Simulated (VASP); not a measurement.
# MnSb (P6_3/mmc) in VASP: a series of runs

MnSb is run at these levels: PBEsol+U, LDA+U; tasks: single point.

All numbers are computed with VASP 6.6.1; they aren't measurements. Logs are shortened: lines on timing, memory, paths and dates and some standing lists are left out, and cuts for length are marked.

**1. The cell of the first run**

It takes space group P6_3/mmc (No. 194, hexagonal). Conventional cell: a = 4.291 Å, b = 4.291 Å, c = 6.182 Å, α = 90.00°, β = 90.00°, γ = 120.00°. Sb (site symmetry -6m2) has 6 Mn at 2.92 Å within 3.8 Å. Within 3.8 Å of Mn (site symmetry -3m) lie 6 Sb at 2.92 Å and 2 Mn at 3.09 Å.

**2. Single point, PBEsol+U, collinear spin, ferromagnetic start**

The input, INCAR:

```
PREC = Accurate
ENCUT = 520
EDIFF = 1E-6
ISMEAR = -1
SIGMA = 0.05
LREAL = False
LASPH = True
NELM = 150
ALGO = Normal
ISIF = 2
LWAVE = False
LCHARG = True
ISPIN = 2
MAGMOM = 0 0 4 4
LORBIT = 11
LMAXMIX = 4
LDAU = True
LDAUTYPE = 2
LDAUL = -1 2
LDAUU = 0 7
LDAUJ = 0 0
LDAUPRINT = 1
GGA = PS
LELF = True
LVHAR = True
NBANDS = 30
```

The input, KPOINTS:

```
Automatic mesh
0
Gamma
  7 7 5
```

The input, POSCAR:

```
MnSb
1.0
    4.2906227570      0.0000000000      0.0000000000
   -2.1453113785      3.7157883056      0.0000000000
    0.0000000000      0.0000000000      6.1815294344
Sb Mn
2 2
Direct
    0.6666666667      0.3333333333      0.7500000000
    0.3333333333      0.6666666667      0.2500000000
    0.0000000000      0.0000000000      0.5000000000
    0.0000000000      0.0000000000      0.0000000000
```

Potentials or basis: VASP PAW PBE potentials, release 64 (Sb, Mn_pv).

On the command line:

```
$ cat potpaw_PBE.64/Sb/POTCAR potpaw_PBE.64/Mn_pv/POTCAR > POTCAR
$ mpirun -np 1 vasp_std > vasp.out
```

OUTCAR:

```text
PREC = Accurate
   ENCUT = 520
   EDIFF = 1E-6
   ISMEAR = -1
   LREAL = False
   LASPH = True
   NELM = 150
   ISIF = 2
   ISPIN = 2
   LORBIT = 11
   GGA = PS

 ion  position               nearest neighbor table
   1  0.667  0.333  0.750-   3 2.92   4 2.92   3 2.92   4 2.92   3 2.92   4 2.92
   2  0.333  0.667  0.250-   3 2.92   4 2.92   3 2.92   4 2.92   3 2.92   4 2.92
   3  0.000  0.000  0.500-   1 2.92   2 2.92   2 2.92   1 2.92   1 2.92   2 2.92   4 3.09   4 3.09

   4  0.000  0.000  0.000-   1 2.92   2 2.92   2 2.92   1 2.92   1 2.92   2 2.92   3 3.09   3 3.09

  LATTYP: Found a hexagonal cell.
 ALAT       =     4.2906227570
 C/A-ratio  =     1.4407068122

  Lattice vectors:

 A1 = (   4.2906227570,   0.0000000000,   0.0000000000)
 A2 = (  -2.1453113785,   3.7157883056,   0.0000000000)
 A3 = (   0.0000000000,   0.0000000000,   6.1815294344)

Analysis of symmetry for initial positions (statically):
=====================================================================
 Subroutine PRICEL returns:
 Original cell was already a primitive cell.

 Routine SETGRP: Setting up the symmetry group for a
 hexagonal supercell.

 Subroutine GETGRP returns: Found 24 space group operations
 (whereof 12 operations were pure point group operations)
 out of a pool of 24 trial point group operations.

The static configuration has the point symmetry D_3d.
 The point group associated with its full space group is D_6h.

Analysis of symmetry for dynamics (positions and initial velocities):
=====================================================================
 Subroutine PRICEL returns:
 Original cell was already a primitive cell.

 Routine SETGRP: Setting up the symmetry group for a
 hexagonal supercell.

 Subroutine GETGRP returns: Found 24 space group operations
 (whereof 12 operations were pure point group operations)
 out of a pool of 24 trial point group operations.

The dynamic configuration has the point symmetry D_3d.
 The point group associated with its full space group is D_6h.

Analysis of structural, dynamic, and magnetic symmetry:
=====================================================================
 Subroutine PRICEL returns:
 Original cell was already a primitive cell.

[... 214 lines left out ...]
  o =  0.9295  v = -0.6268 -0.0000  0.0000  0.7792  0.0000  0.0000  0.0000  0.0000  0.0000  0.0000      0.0000  0.0000  0.0000  0.0000  0.0000  0.0000  0.0000  0.0000  0.0000  0.0000
  o =  0.9348  v = -0.0000  0.0000  1.0000 -0.0000  0.0000  0.0000  0.0000  0.0000  0.0000  0.0000      0.0000  0.0000  0.0000  0.0000  0.0000  0.0000  0.0000  0.0000  0.0000  0.0000
  o =  0.9373  v =  0.0000  0.6268 -0.0000  0.0000  0.7792  0.0000  0.0000  0.0000  0.0000  0.0000      0.0000  0.0000  0.0000  0.0000  0.0000  0.0000  0.0000  0.0000  0.0000  0.0000
  o =  0.9373  v =  0.7792 -0.0000  0.0000  0.6268 -0.0000  0.0000  0.0000  0.0000  0.0000  0.0000      0.0000  0.0000  0.0000  0.0000  0.0000  0.0000  0.0000  0.0000  0.0000  0.0000

 number of electron      36.0000005 magnetization       8.4074302

 Free energy of the ion-electron system (eV)
  ---------------------------------------------------
  ext. energy  EPLUGINS =         0.00000000
  ---------------------------------------------------
  free energy    TOTEN  =       -22.35233044 eV

  energy without entropy =      -22.34083755  energy(sigma->0) =      -22.34658399

 E-fermi :   6.2198     XC(G=0): -10.1064

 val. band max:        6.1639355207   @ k =   0.1429  -0.0000   0.2000
 cond. band min:       6.2377128588   @ k =   0.4286  -0.0000   0.4000
 fundamental gap:      0.0737773381
 Fermi energy:         6.2197618974

 spin component 1

 k-point     1 :       0.0000    0.0000    0.0000
  band No.  band energies     occupation
      1     -44.6569      1.00000
      2     -44.6461      1.00000
      3     -44.6461      1.00000
      4     -44.6430      1.00000
      5     -44.6430      1.00000
      6     -44.6209      1.00000
[... 781 lines left out ...]
     29      12.8268      0.00000
     30      12.8885      0.00000
 Fermi energy:         6.2197618974

 spin component 2

 k-point     1 :       0.0000    0.0000    0.0000
  band No.  band energies     occupation
      1     -39.9088      1.00000
      2     -39.8864      1.00000
      3     -39.8864      1.00000
      4     -39.8822      1.00000
      5     -39.8822      1.00000
      6     -39.8639      1.00000
[... 781 lines left out ...]
     29      14.0395      0.00000
     30      14.5410      0.00000

------------------------ aborting loop because EDIFF is reached ----------------------------------------

  FORCE on cell =-STRESS in cart. coord.  units (eV):
  Direction    XX          YY          ZZ          XY          YZ          ZX
  --------------------------------------------------------------------------------------
  -------------------------------------------------------------------------------------
  Total       -0.4574357     -0.4574357     -0.2334154      0.0000000      0.0000000      0.0000000
  in kB       -7.4365829     -7.4365829     -3.7946592      0.0000000      0.0000000      0.0000000
  external PRESSURE =      -6.2226083 kB  Pullay stress =       0.0000000 kB

 VOLUME and BASIS-vectors are now :
 -----------------------------------------------------------------------------
  energy-cutoff  :      520.00
  volume of cell :       98.55
      direct lattice vectors                 reciprocal lattice vectors
     4.290622757  0.000000000  0.000000000     0.233066400  0.134560949  0.000000000
    -2.145311379  3.715788306  0.000000000     0.000000000  0.269121898  0.000000000
     0.000000000  0.000000000  6.181529434     0.000000000  0.000000000  0.161772262

 POSITION                                       TOTAL-FORCE (eV/Angst)
 -----------------------------------------------------------------------------------
      2.14531      1.23860      4.63615         0.000000     -0.000000      0.000000
     -0.00000      2.47719      1.54538        -0.000000      0.000000      0.000000
      0.00000      0.00000      3.09076        -0.000000      0.000000      0.000000
      0.00000      0.00000      0.00000         0.000000      0.000000      0.000000
 -----------------------------------------------------------------------------------
    total drift:                                0.000000     -0.000000      0.000000

  FREE ENERGIE OF THE ION-ELECTRON SYSTEM (eV)
  ---------------------------------------------------
  free  energy   TOTEN  =       -22.3523304422 eV

  energy  without entropy=      -22.3408375473  energy(sigma->0) =      -22.34658399

 total charge

# of ion       s       p       d       tot
------------------------------------------
    1        1.163   1.282   0.022   2.466
    2        1.163   1.282   0.022   2.466
    3        0.275   6.194   4.858  11.327
    4        0.275   6.194   4.858  11.327
--------------------------------------------------
tot          2.876  14.952   9.758  27.586

 magnetization (x)

# of ion       s       p       d       tot
------------------------------------------
    1        0.009  -0.266   0.002  -0.254
    2        0.009  -0.266   0.002  -0.254
    3        0.048   0.027   4.452   4.528
    4        0.048   0.027   4.452   4.528
--------------------------------------------------
tot          0.116  -0.477   8.908   8.547
```

Wall time 99 s (1 thread of Intel Xeon Platinum 8488C (Sapphire Rapids), shared host); peak memory 0.3 GiB.

Results:

```
Free energy                                           : -22.3523 eV
Pressure                                              : -0.6 GPa
Net moment                                            : 8.41 μB per cell
Site moments                                          : Sb -0.25; Mn +4.53 μB
Valence electrons inside the program's atomic spheres : Sb 2.47; Mn 11.33
```

Stress tensor (GPa, compression positive):
```
-0.74  0.00  0.00
 0.00 -0.74  0.00
 0.00  0.00 -0.38
```

Levels at points of the mesh, in eV from the Fermi level:
Spin up:
```tsv
k point	band 18	band 19	band 20	band 21	band 22	band 23	band 24	band 25	band 26	band 27
(0.00, 0.00, 0.00)	-5.95	-3.85	0.46	0.46	1.11	1.11	2.18	2.63	2.66	5.27
```
Spin down:
```csv
k point,band 12,band 13,band 14,band 15,band 16,band 17
"(0.00, 0.00, 0.00)",0.40,0.40,1.39,1.85,2.41,2.41
```

Eigenvalues of the final occupation matrices:
```tsv
site	spin	trace	eigenvalues
site 3 d	1	4.67	0.93 0.93 0.93 0.94 0.94
site 3 d	2	0.21	0.01 0.01 0.02 0.08 0.08
site 4 d	1	4.67	0.93 0.93 0.93 0.94 0.94
site 4 d	2	0.21	0.01 0.01 0.02 0.08 0.08
```

Caveat: the PAW data sets were made with another functional, which shifts forces and pressure a little; spin-orbit coupling is left out, which moves the levels of the heavy elements; the run started ferromagnetic, and an antiferromagnetic order may lie lower in energy; the U is typed as a test and isn't derived for this compound. The state reached can hang on the start; a lower one may exist.

**3. Single point, LDA+U, collinear spin, ferromagnetic start**

This run uses another cell than the first one, of 21.55 Å³/atom.

The input, INCAR:

```
SYSTEM = MnSb
ALGO = Normal
EDIFF = 1E-7
ENCUT = 520
GGA = CA
ISIF = 2
ISMEAR = -1
ISPIN = 2
LASPH = .True.
LCHARG = .True.
LDAU = .True.
LDAUJ = 0 0
LDAUL = -1 2
LDAUPRINT = 1
LDAUTYPE = 2
LDAUU = 0 1
LELF = .True.
LMAXMIX = 4
LORBIT = 11
LREAL = .False.
LVHAR = .True.
LWAVE = .False.
MAGMOM = 0 0 4 4
NBANDS = 30
NELM = 150
PREC = Accurate
SIGMA = 0.05
```

The input, KPOINTS:

```
k-points
0
Gamma
  7 7 5
  0 0 0
```

The input, POSCAR:

```
MnSb
1.0
    4.1500000000      0.0000000000      0.0000000000
   -2.0750000000      3.5940054257      0.0000000000
    0.0000000000      0.0000000000      5.7800000000
Sb Mn
2 2
Direct
    0.6666666667      0.3333333333      0.7500000000
    0.3333333333      0.6666666667      0.2500000000
    0.0000000000      0.0000000000      0.5000000000
    0.0000000000      0.0000000000      0.0000000000
```

Potentials or basis: VASP PAW LDA potentials, release 64 (Sb, Mn_pv).

On the command line:

```
$ cat potpaw_LDA.64/Sb/POTCAR potpaw_LDA.64/Mn_pv/POTCAR > POTCAR
$ mpirun -np 1 vasp_std > vasp.out
```

It took 58 s on 1 thread of Intel Xeon 6975P-C (Granite Rapids), shared host; peak memory 0.24 GiB.

It converged, with:

- Free energy: -27.3811 eV
- Pressure: -7.7 GPa
- Net moment: 6.98 μB per cell
- Site moments: Sb -0.12; Mn +3.52 μB
- Valence electrons inside the program's atomic spheres: Sb 2.47; Mn 11.53

Stress tensor (GPa, compression positive):
```
-7.43  0.00  0.00
 0.00 -7.43  0.00
 0.00  0.00 -8.21
```

Levels at points of the mesh, in eV from the Fermi level:
Spin up:
| k point | band 17 | band 18 | band 19 | band 20 | band 21 | band 22 | band 23 | band 24 | band 25 | band 26 |
| --- | --- | --- | --- | --- | --- | --- | --- | --- | --- | --- |
| (0.00, 0.00, 0.00) | -2.15 | -2.15 | -0.83 | 0.46 | 0.46 | 2.12 | 2.12 | 2.55 | 2.97 | 4.22 |
Spin down:
```
           k point  band 11  band 12  band 13  band 14  band 15  band 16  band 17  band 18
(0.00, 0.00, 0.00)    -2.31    -0.75     0.10     0.10     0.45     0.45     0.61     0.61
```

Eigenvalues of the final occupation matrices:
```
    site  spin  trace               eigenvalues
site 3 d     1   4.27  0.81 0.81 0.87 0.89 0.89
site 3 d     2   0.79  0.07 0.07 0.21 0.21 0.22
site 4 d     1   4.27  0.81 0.81 0.87 0.89 0.89
site 4 d     2   0.79  0.07 0.07 0.21 0.21 0.22
```

Caveat: the cell stands under tension; spin-orbit coupling is left out, which moves the levels of the heavy elements; the run started ferromagnetic, and an antiferromagnetic order may lie lower in energy; the U is typed as a test and isn't derived for this compound. The state reached can hang on the start; a lower one may exist.
